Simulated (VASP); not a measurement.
# Be16H (a cell with a defect) in VASP: a series of runs

Be16H (a cell with a defect) is run at these levels: PBE+D3(BJ); tasks: single point.

All numbers are computed with VASP 6.6.1; they aren't measurements. Logs are shortened: lines on timing, memory, paths and dates and some standing lists are left out, and cuts for length are marked.

## Step 1: The cell of the first run

The cell holds a defect, 17 atoms: a = 4.580 Å, b = 3.966 Å, c = 7.177 Å, α = 90.00°, β = 90.00°, γ = 90.00°.

## Step 2: Single point, PBE+D3(BJ)

INCAR

```
PREC = Accurate
ENCUT = 520
EDIFF = 1E-7
ISMEAR = 0
SIGMA = 0.05
LREAL = Auto
LASPH = True
NELM = 60
ALGO = Normal
ISIF = 2
LWAVE = False
LCHARG = False
GGA = PE
IVDW = 12
NBANDS = 30
```

KPOINTS

```
Automatic mesh
0
Gamma
  5 6 4
```

POSCAR

```
Be16H
1.0
   -2.2900000000     -3.9663960000      0.0000000000
    3.4350000000     -1.9831980000      0.0000000000
    0.0000000000      0.0000000000      7.1768600000
Be H
16 1
Direct
    0.7479423242      0.5067015786     -0.0014496590
    0.4897101759      0.3482463764      0.2388160003
    0.7660174992      0.5322046792      0.5043137249
    0.4960243492      0.3412695079      0.7527339254
    0.4951068869      0.0051134704      0.0000533660
    0.2450815762      0.8376503085      0.2485038025
    0.4884966468     -0.0257841860      0.5049900653
    0.2449049322      0.8399928078      0.7499892711
    0.2427477467      0.5114533741     -0.0049783610
    0.0060131402      0.3418466058      0.2441541287
    0.2349481711      0.5089570049      0.4983967919
   -0.0016313272      0.3418481108      0.7486181979
   -0.0028956099      0.0089316021     -0.0017550851
    0.7530051044      0.8359122821      0.2456356958
    0.0058831422      0.0152143801      0.4995394922
    0.7479570792      0.8442430019      0.7510433532
    0.6213711778      0.2555583689      0.4143632452
```

Potentials or basis: VASP PAW PBE potentials, release 64 (Be, H).

Run with:

```bash
$ cat potpaw_PBE.64/Be/POTCAR potpaw_PBE.64/H/POTCAR > POTCAR
$ mpirun -np 1 vasp_std > vasp.out
```

OUTCAR:

```text
PREC = Accurate
   ENCUT = 520
   EDIFF = 1E-7
   ISMEAR = 0
   LREAL = Auto
   LASPH = True
   NELM = 60
   ISIF = 2
   GGA = PE
   IVDW = 12
 IVDW          = 12

 ion  position               nearest neighbor table
   1  0.748  0.507  0.999-   2 2.18  14 2.20   4 2.21  10 2.22  16 2.22  12 2.23   9 2.27  13 2.28
                             5 2.29  13 2.30   5 2.30   9 2.31
   2  0.490  0.348  0.239-  17 1.44   9 2.18   1 2.18   5 2.19  10 2.22   6 2.24  14 2.28  11 2.29
                             6 2.32  14 2.36  10 2.37
   3  0.766  0.532  0.504-  17 1.44  11 2.15  16 2.16   7 2.17  12 2.19  15 2.21  14 2.21  10 2.29
                             4 2.30  15 2.33
   4  0.496  0.341  0.753-   9 2.20   1 2.21   5 2.22  12 2.28  11 2.28  16 2.28   8 2.29   8 2.30
                             3 2.30   7 2.30  12 2.30  16 2.30
   5  0.495  0.005  0.000-   2 2.19   4 2.22   6 2.22  16 2.22  14 2.23   8 2.23   9 2.27  13 2.28
                             1 2.29  13 2.30   1 2.30   9 2.32
   6  0.245  0.838  0.249-  11 2.22   7 2.22   5 2.22  15 2.22  13 2.23   9 2.23   2 2.24  10 2.25
                            14 2.25  10 2.28   2 2.32  14 2.33
   7  0.488  0.974  0.505-  17 1.43   8 2.15   3 2.17  11 2.18  16 2.19  15 2.22   6 2.22  14 2.29
                             4 2.30  15 2.38
   8  0.245  0.840  0.750-   7 2.15   9 2.19  13 2.22  15 2.22   5 2.23  11 2.23  12 2.28  16 2.28
                             4 2.29  12 2.29   4 2.30  16 2.30
   9  0.243  0.511  0.995-   2 2.18   8 2.19   4 2.20  10 2.20  12 2.20   6 2.23   1 2.27  13 2.27
                             5 2.27  13 2.29   1 2.31   5 2.32
  10  0.006  0.342  0.244-   9 2.20  13 2.20  11 2.21   2 2.22   1 2.22  15 2.24   6 2.25  14 2.28
                             6 2.28   3 2.29  14 2.32   2 2.37
  11  0.235  0.509  0.498-   3 2.15   7 2.18  12 2.20  10 2.21   6 2.22  15 2.22   8 2.23  15 2.27
                             4 2.28   2 2.29
  12  0.998  0.342  0.749-   3 2.19   9 2.20  11 2.20  15 2.21  13 2.23   1 2.23   8 2.28   4 2.28
                            16 2.28   8 2.29  16 2.30   4 2.30
  13  0.997  0.009  0.998-  10 2.20  14 2.21  16 2.21   8 2.22  12 2.23   6 2.23   9 2.27   1 2.28
                             5 2.28   9 2.29   1 2.30   5 2.30
  14  0.753  0.836  0.246-   1 2.20  13 2.21   3 2.21   5 2.23   6 2.25  15 2.27  10 2.28   2 2.28
                             7 2.29  10 2.32   6 2.33   2 2.36
  15  0.006  0.015  0.500-  12 2.21   3 2.21   8 2.22   7 2.22  11 2.22   6 2.22  10 2.24  16 2.26
                            11 2.27  14 2.27   3 2.33   7 2.38
  16  0.748  0.844  0.751-   3 2.16   7 2.19  13 2.21   5 2.22   1 2.22  15 2.26   8 2.28  12 2.28
                             4 2.28  12 2.30   8 2.30   4 2.30
  17  0.621  0.256  0.414-   7 1.43   3 1.44   2 1.44

  LATTYP: Found a simple orthorhombic cell.
 ALAT       =     3.9663962620
 B/A-ratio  =     1.1547004875
 C/A-ratio  =     1.8094157835

  Lattice vectors:

 A1 = (  -3.4350000000,   1.9831980000,   0.0000000000)
 A2 = (  -2.2900000000,  -3.9663960000,   0.0000000000)
 A3 = (   0.0000000000,   0.0000000000,   7.1768600000)

Analysis of symmetry for initial positions (statically):
=====================================================================
 Subroutine PRICEL returns:
 Original cell was already a primitive cell.

 Routine SETGRP: Setting up the symmetry group for a
 simple orthorhombic supercell.

 Subroutine GETGRP returns: Found  1 space group operations
 (whereof  1 operations were pure point group operations)
 out of a pool of  8 trial point group operations.

The static configuration has the point symmetry C_1 .

Analysis of symmetry for dynamics (positions and initial velocities):
=====================================================================
 Subroutine PRICEL returns:
 Original cell was already a primitive cell.

 Routine SETGRP: Setting up the symmetry group for a
 simple orthorhombic supercell.

 Subroutine GETGRP returns: Found  1 space group operations
 (whereof  1 operations were pure point group operations)
 out of a pool of  8 trial point group operations.

The dynamic configuration has the point symmetry C_1 .

 Subroutine INISYM returns: Found  1 space group operations
 (whereof  1 operations are pure point group operations),
 and found     1 'primitive' translations

----------------------------------------------------------------------------------------

                                     Primitive cell

  volume of cell :     130.3755

  direct lattice vectors                    reciprocal lattice vectors
    -2.290000000 -3.966396000  0.000000000    -0.109170306 -0.189088533  0.000000000
     3.435000000 -1.983198000  0.000000000     0.218340611 -0.126059022  0.000000000
     0.000000000  0.000000000  7.176860000     0.000000000  0.000000000  0.139336702

  length of vectors
     4.579999697  3.966396262  7.176860000     0.218340626  0.252118027  0.139336702
[... 56 lines left out ...]
     0.043668125  0.042019671  0.034834175

  Shift w.r.t. Gamma in fractional coordinates (k-lattice)
     0.000000000  0.000000000  0.000000000

 Subroutine IBZKPT returns following result:
 ===========================================

 Found     62 irreducible k-points:

 Following reciprocal coordinates:
            Coordinates               Weight
  0.000000  0.000000  0.000000      1.000000
  0.200000  0.000000  0.000000      2.000000
  0.400000  0.000000  0.000000      2.000000
  0.000000  0.166667  0.000000      2.000000
  0.200000  0.166667  0.000000      2.000000
 -0.200000  0.166667  0.000000      2.000000
[... 16 lines left out ...]
  0.000000  0.166667 -0.250000      2.000000
  0.200000  0.166667  0.250000      2.000000
 [... further k-points ...]
   k-points           NKPTS =     62   k-points in BZ     NKDIM =     62   number of bands    NBANDS=     30
   number of dos      NEDOS =    301   number of ions     NIONS =     17
   total plane-waves  NPLWV =  58320
   dimension x,y,z NGX =    36 NGY =   30 NGZ =   54
   dimension x,y,z NGXF=    72 NGYF=   60 NGZF=  108
   ions per type =              16   1
   NGX,Y,Z   is equivalent  to a cutoff of  13.07, 12.57, 12.51 a.u.
   NGXF,Y,Z  is equivalent  to a cutoff of  26.13, 25.15, 25.02 a.u.
 SYSTEM =  unknown system
   PREC   = accura    normal or accurate (medium, high low for compatibility)
   ISTART =      0    job   : 0-new  1-cont  2-samecut
   ICHARG =      2    charge: 1-file 2-atom 10-const
   ISPIN  =      1    spin polarized calculation?
   LNONCOLLINEAR =      F non collinear calculations
   LSORBIT =      F    spin-orbit coupling
   LASPH  =      T    aspherical Exc in radial PAW
   ENCUT  =  520.0 eV  38.22 Ry    6.18 a.u.   8.52  7.37 13.34*2*pi/ulx,y,z
   NELM   =     60;   NELMIN=  2; NELMDL= -5     # of ELM steps
   EDIFF  = 0.1E-06   stopping-criterion for ELM
   LREAL  =      T    real-space projection
   EDIFFG = 0.1E-05   stopping-criterion for IOM
   NSW    =      0    number of steps for IOM
   IBRION =     -1    ionic relax: 0-MD 1-quasi-New 2-CG
   NFREE  =      0    steps in history (QN), initial steepest desc. (CG)
   ISIF   =      2    stress and relaxation
   ISYM   =      2    0-nonsym 1-usesym 2-fastsym
   POTIM  = 0.5000    time-step for ionic-motion
   TEBEG  =    0.0;   TEEND  =   0.0 temperature during run
   PSTRESS=    0.0 pullay stress
   NELECT =      33.0000    total number of electrons
   NUPDOWN=      -1.0000    fix difference up-down
   EMIN   =  10.00;   EMAX   =-10.00  energy-range for DOS
   EFERMI =   0.00;   METHOD = LEGACY
   ISMEAR =     0;   SIGMA  =   0.05  broadening in eV -4-tet -1-fermi 0-gaus
   EFERMI_NEDOS =   21; number of points for ismear=-14 and -15
   IALGO  =     38    algorithm
   IMIX   =      4    mixing-type and parameters
     AMIX     =   0.40;   BMIX     =  1.00
     AMIX_MAG =   1.60;   BMIX_MAG =  1.00
  volume/ion in A,a.u.               =       7.67        51.75
  Fermi-wavevector in a.u.,A,eV,Ry     =   1.035573  1.956950 14.591049  1.072412
  Thomas-Fermi vector in A             =   2.169923
   LORBIT       =      0    0 simple, 1 ext, 2 COOP (PROOUT), +10 PAW based schemes
   GGA     = PE    functional components
   LHFCALC =     F    Hartree Fock is set to
   AEXX    =    0.0000 exact exchange contribution
   IVDW    =    12    specifies the selected vdW correction
   LEPSILON=     F    determine dielectric tensor
   LRPA    =     F    only Hartree local field effects (RPA)
 non-spin polarized calculation
 Gauss-broadening in eV      SIGMA  =   0.05
  energy-cutoff  :      520.00
  volume of cell :      130.38
 maximum number of plane-waves:      3532
 NGX is ok and might be reduce to    36
   NGX = 17   NGY = 15   NGZ = 27

 number of electron      33.0000000 magnetization

 Free energy of the ion-electron system (eV)
  ---------------------------------------------------
  ext. energy  EPLUGINS =         0.00000000
  ---------------------------------------------------
  free energy    TOTEN  =       -61.55379551 eV

  energy without entropy =      -61.55045174  energy(sigma->0) =      -61.55212363

 E-fermi :   7.3362     XC(G=0): -10.5797

 val. band max:        7.3190194735   @ k =   0.4000   0.1667   0.2500
 cond. band min:       7.3422360755   @ k =   0.4000   0.1667   0.5000
 fundamental gap:      0.0232166020
 Fermi energy:         7.3362112404

 k-point     1 :       0.0000    0.0000    0.0000
  band No.  band energies     occupation
      1      -5.0132      2.00000
      2      -2.9598      2.00000
      3      -2.2013      2.00000
      4      -0.1124      2.00000
      5       0.9614      2.00000
      6       1.4737      2.00000
[... 733 lines left out ...]
     27      11.9285      0.00000
     28      12.2764      0.00000

 [... further k-points ...]

 [bands above 28 left out]

------------------------ aborting loop because EDIFF is reached ----------------------------------------

 Edisp (eV)   -5.70843

 E8    (eV) :    -1.9584

  FORCE on cell =-STRESS in cart. coord.  units (eV):
  Direction    XX          YY          ZZ          XY          YZ          ZX
  --------------------------------------------------------------------------------------
  -------------------------------------------------------------------------------------
  Total      -4.90644    -3.96387    -6.24699     0.13454     0.07906     0.14722
  in kB     -60.29500   -48.71177   -76.76896     1.65337     0.97157     1.80921
  external pressure =      -61.93 kB  Pullay stress =        0.00 kB

 VOLUME and BASIS-vectors are now :
 -----------------------------------------------------------------------------
  energy-cutoff  :      520.00
  volume of cell :      130.38
      direct lattice vectors                 reciprocal lattice vectors
    -2.290000000 -3.966396000  0.000000000    -0.109170306 -0.189088533  0.000000000
     3.435000000 -1.983198000  0.000000000     0.218340611 -0.126059022  0.000000000
     0.000000000  0.000000000  7.176860000     0.000000000  0.000000000  0.139336702

 POSITION                                       TOTAL-FORCE (eV/Angst)
 -----------------------------------------------------------------------------------
      0.02773     -3.97153      7.16646        -0.000160      0.000283     -0.000620
      0.07479     -2.63303      1.71395         0.001737      0.000578     -0.005125
      0.07394     -4.09380      3.61939         0.003163     -0.001501      0.002057
      0.03636     -2.64423      5.40227        -0.000281     -0.000984     -0.003910
     -1.11623     -1.97393      0.00038         0.000140     -0.000312     -0.000397
      2.31609     -2.63332      1.78348         0.000672     -0.001396     -0.000385
[... 9 lines left out ...]
      1.18715     -4.64099      5.39013         0.000323     -0.000233     -0.000338
     -0.54510     -2.97143      2.97383        -0.002187     -0.002325     -0.000695
 -----------------------------------------------------------------------------------
    total drift:                                0.002033     -0.001433     -0.001612

  FREE ENERGIE OF THE ION-ELECTRON SYSTEM (eV)
  ---------------------------------------------------
  free  energy   TOTEN  =       -67.2622230556 eV

  energy  without entropy=      -67.2588792815  energy(sigma->0) =      -67.26055117
```

Wall time 2.9 min (1 thread of Intel Xeon 6975P-C (Granite Rapids), shared host); peak memory 0.31 GiB.

Results:

* Free energy: -67.2622 eV
* Pressure: -6.2 GPa
* Largest force: 0.009 eV/Å
* Band gap on the k mesh: zero (an odd number of electrons rules out a gap without spin polarisation)
* Dispersion energy per atom: -0.336 eV

Forces in eV/Å, atoms in the order of the input:
```
Be   0.000  0.000 -0.001
Be   0.002  0.001 -0.005
Be   0.003 -0.002  0.002
Be   0.000 -0.001 -0.004
Be   0.000  0.000  0.000
Be   0.001 -0.001  0.000
Be  -0.001  0.005  0.003
Be   0.000 -0.001  0.000
Be  -0.001 -0.001  0.001
Be   0.001  0.003  0.002
Be  -0.007 -0.005  0.000
Be   0.000  0.001  0.001
Be   0.000  0.000  0.001
Be   0.002  0.000  0.002
Be   0.002  0.003  0.000
Be   0.000  0.000  0.000
H   -0.002 -0.002 -0.001
```

## Step 3: Single point, PBE+D3(BJ)

INCAR

```
SYSTEM = Be16H
ALGO = Normal
EDIFF = 1E-6
ENCUT = 520
GGA = PE
ISIF = 2
ISMEAR = 0
IVDW = 12
LASPH = .TRUE.
LCHARG = .FALSE.
LREAL = Auto
LWAVE = .FALSE.
NBANDS = 30
NELM = 60
PREC = Accurate
SIGMA = 0.05
```

KPOINTS

```
k-points
0
G
  5 6 4
  0 0 0
```

POSCAR

```
Be16H
1.0
   -2.2900000000     -3.9663960000      0.0000000000
    3.4350000000     -1.9831980000      0.0000000000
    0.0000000000      0.0000000000      7.1768600000
Be H
16 1
Direct
    0.7489506634      0.5047161628     -0.0007893424
    0.4943981474      0.3399641215      0.2386476816
    0.7746648199      0.5269980895      0.5032564381
    0.4976631450      0.3371387488      0.7550740853
    0.4958200525      0.0004116216     -0.0004433694
    0.2453804977      0.8343311033      0.2483764488
    0.4931614287     -0.0339872863      0.5033130088
    0.2459166402      0.8356448635      0.7486119278
    0.2432912439      0.5067091553     -0.0034464933
    0.0030208787      0.3373909206      0.2450954874
    0.2403348043      0.5014758957      0.4974541791
   -0.0007801519      0.3375116309      0.7487465270
   -0.0025377265      0.0058781969     -0.0016479352
    0.7521307051      0.8353925225      0.2468002720
    0.0032672563      0.0124963659      0.4989471719
    0.7480795286      0.8399208502      0.7502049643
    0.5553856534      0.2979322114      0.4374766959
```

Potentials or basis: VASP PAW PBE potentials, release 64 (Be, H).

Run with:

```bash
$ cat potpaw_PBE.64/Be/POTCAR potpaw_PBE.64/H/POTCAR > POTCAR
$ mpirun -np 1 vasp_std > vasp.out
```

Run time: 3.2 min. Hardware: 1 thread of Intel Xeon 6975P-C (Granite Rapids), shared host; peak memory 0.31 GiB.

The run converged. Its results:

| Quantity | Value |
| --- | --- |
| Free energy | -67.4367 eV |
| Pressure | -6.3 GPa |
| Largest force | 0.759 eV/Å |
| Band gap on the k mesh | zero (an odd number of electrons rules out a gap without spin polarisation) |
| Dispersion energy per atom | -0.336 eV |

Forces on the atoms (eV/Å):
```
Be  -0.019 -0.027 -0.012
Be  -0.077 -0.034 -0.028
Be  -0.075 -0.081 -0.037
Be  -0.036 -0.024  0.009
Be  -0.035 -0.014 -0.027
Be  -0.023 -0.016 -0.020
Be  -0.082 -0.029 -0.042
Be  -0.034 -0.017 -0.038
Be  -0.036 -0.013  0.003
Be  -0.016  0.018 -0.005
Be  -0.084 -0.043 -0.031
Be  -0.032 -0.015 -0.016
Be  -0.023 -0.017 -0.016
Be   0.003 -0.018 -0.002
Be  -0.005  0.008 -0.026
Be  -0.030 -0.010 -0.031
H    0.602  0.334  0.319
```

Stress tensor (GPa, compression positive):
```
-6.26 -0.14 -0.03
-0.14 -5.36 -0.06
-0.03 -0.06 -7.29
```

Levels at points of the mesh, in eV from the Fermi level:
| k point | band 14 | band 15 | band 16 | band 17 | band 18 | band 19 |
| --- | --- | --- | --- | --- | --- | --- |
| (0.00, 0.00, 0.00) | -3.71 | -0.61 | 0.14 | 0.40 | 0.57 | 0.69 |
| (0.00, 0.50, 0.00) | -3.67 | -2.71 | -2.56 | -0.22 | 0.62 | 0.73 |
| (0.00, 0.00, 0.50) | -2.13 | -2.02 | -1.95 | 0.48 | 1.32 | 1.62 |
| (0.00, 0.50, 0.50) | -3.80 | -3.58 | -3.56 | 0.73 | 1.55 | 1.75 |
